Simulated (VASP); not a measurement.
Runs of VASP 6.6.1 on ZnS (rocksalt type). The structure is that of space group Fm-3m (No. 225), or close to it. The cells are those of the table. 

```csv
task,cell,cutoff (eV),gap on the mesh (eV),pressure (GPa)
single point,"a = 3.433 Å, angles 60.0°, 2 atoms",520,none,18.3
single point,"a = 3.432 Å, angles 60.0°, 2 atoms",520,none,18.5
relaxation of cell and atoms,"relaxed to 18 GPa from a = 3.433 Å, angles 60.0°, 2 atoms",600,none,18.0
single point,"a = 3.609 Å, angles 60.0°, 2 atoms",520,none,(a)
relaxation of cell and atoms,"relaxed from a = 3.289 Å, angles 60.0°, 2 atoms",600,none,0.0
relaxation of cell and atoms,"relaxed to 18 GPa from a = 3.432 Å, angles 60.0°, 2 atoms",600,none,18.0
single point,"a = 3.434 Å, angles 60.0°, 2 atoms",520,none,18.3
```

Alike in all rows: level PBE; potentials or basis VASP PAW PBE potentials, release 64 (Zn, S); no spin polarisation; k mesh 15 × 15 × 15; smearing fermi-dirac 0.1 eV.

Task: Estimate the missing entries.

Result: (a) 0.1.

Caveats: the cell is relaxed towards a set pressure, so the enthalpy falls and the energy may rise (some runs).

A gap of «none» marks levels without a gap at the run's occupations.
